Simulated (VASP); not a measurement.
Zn, 2 atoms in the cell. The structure is hexagonal, space group P6_3/mmc (No. 194). The conventional cell has a = 2.785 Å, b = 2.785 Å, c = 4.512 Å, α = 90.00°, β = 90.00°, γ = 120.00°. Within 3.7 Å of Zn (site symmetry -6m2) lie 12 Zn at 2.77 to 2.79 Å. 

```yaml
Program: VASP 6.6.1
Task: relaxation of cell and atoms
Functional: PBE
Potentials_or_basis: VASP PAW PBE potentials, release 64 (Zn)
Cutoff: 600 eV
k_mesh: 18 × 18 × 10
Occupations: fermi-dirac, width 0.08 eV
Spin: no spin polarisation
Dipole_correction: no
Further_INCAR_settings: ALGO = Normal; EDIFF = 1e-06; IBRION = 2; EDIFFG = -0.005; NSW = 60; ISIF = 3
```

Potentials or basis: VASP PAW PBE potentials, release 64 (Zn).

Launch:

```sh
$ cat potpaw_PBE.64/Zn/POTCAR > POTCAR
$ mpirun -np 1 vasp_std > vasp.out
```

Hardware: 1 thread of Intel(R) Xeon(R) Platinum 8488C (Sapphire Rapids), with other jobs on the host.

Q: How long does it take, and how much memory?

A: Wall time 15 min on 1 thread of Intel(R) Xeon(R) Platinum 8488C (Sapphire Rapids) (shared host), peak memory 0.25 GiB. Counts: scf iterations 160, k points 222, ion steps 25.
